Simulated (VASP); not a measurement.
**RhCl: single point with PBE**

Crystal: RhCl.

```
CELL_PARAMETERS angstrom
3.41338 0.00000 0.00000
0.00000 3.41338 0.00000
0.00000 0.00000 3.41338
ATOMIC_POSITIONS crystal
Rh 0.00000 0.00000 0.00000
Cl 0.50000 0.50000 0.50000
```

```
Program                : VASP 6.6.1
Task                   : single point
Functional             : PBE
Potentials or basis    : VASP PAW PBE potentials, release 64 (Rh_pv, Cl)
Cutoff                 : 520 eV
k mesh                 : 6 × 6 × 6
Occupations            : gaussian, width 0.1 eV
Spin                   : collinear spin, ferromagnetic start
Starting moments       : [1.0, 0.0] μB
Dipole correction      : no
Further INCAR settings : ALGO = Normal; EDIFF = 1e-06; NBANDS = 22
```

The pressure is -9.4 GPa, the band gap on the k mesh is zero (filled and empty bands overlap) and the net moment is 2.01 μB per cell. The site moments are Rh +1.73; Cl +0.23 μB and the valence electrons inside the program's atomic spheres are Rh 13.36; Cl 5.00.

Levels at points of the mesh, in eV from the Fermi level:
Spin up:
| k point | band 10 | band 11 | band 12 | band 13 | band 14 | band 15 |
| --- | --- | --- | --- | --- | --- | --- |
| (0.00, 0.00, 0.00) | -1.35 | -1.35 | -1.35 | -0.30 | 8.64 | 8.64 |
| (0.50, 0.00, 0.00) | -0.92 | -0.35 | -0.35 | 3.88 | 4.87 | 7.87 |
| (0.50, 0.50, 0.00) | -1.82 | -1.82 | -0.74 | 2.58 | 7.99 | 7.99 |
| (0.50, 0.50, 0.50) | -0.12 | -0.12 | -0.12 | 3.78 | 3.78 | 3.78 |
Spin down:
```
           k point  band 7  band 8  band 9  band 10  band 11  band 12  band 13  band 14
(0.00, 0.00, 0.00)   -2.92   -1.79   -1.79    -0.02    -0.02    -0.02     0.04     8.87
(0.50, 0.00, 0.00)   -3.29   -1.46    0.09     0.15     0.74     0.74     4.05     5.38
(0.50, 0.50, 0.00)   -2.33   -1.61   -0.72    -0.56    -0.56     0.41     3.21     8.24
(0.50, 0.50, 0.50)   -5.23    0.45    0.45     1.02     1.02     1.02     3.94     3.94
```

It took 45 s on 1 thread of Oxide Virtual Turin-like Processor (shared host), peak memory 0.15 GiB.
